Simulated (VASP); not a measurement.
# InPd: single point with PBEsol

Crystal: InPd.

```xyz
2
Lattice="3.2719 0.0000 0.0000 0.0000 3.2719 0.0000 0.0000 0.0000 3.2719" Properties=species:S:1:pos:R:3 pbc="T T T"
In    0.0000    0.0000    0.0000
Pd    1.6359    1.6359    1.6359
```

```
Program             : VASP 6.6.1
Task                : single point
Functional          : PBEsol
Potentials or basis : VASP PAW PBE potentials, release 64 (In_d, Pd)
Cutoff              : 520 eV
k mesh              : 6 × 6 × 6
Occupations         : fermi-dirac, width 0.05 eV
Spin                : non-collinear spin, zero start, spin-orbit coupling
Starting moments    : [[0.0, 0.0, 0.0], [0.0, 0.0, 0.0]] μB
```

| Quantity | Value |
| --- | --- |
| Pressure | -2.7 GPa |
| Net moment | 0.00 μB per cell |
| Valence electrons inside the program's atomic spheres | In 11.45; Pd 9.47 |

Moments on the atoms (μB; x, y, z):
```
In  0.00 0.00 0.00
Pd  0.00 0.00 0.00
```

Run time: 65 s on 1 thread of Intel Xeon 8259CL, with other jobs on the host, peak memory 0.22 GiB.

Caveat: the PAW data sets were made with another functional, which shifts forces and pressure a little.
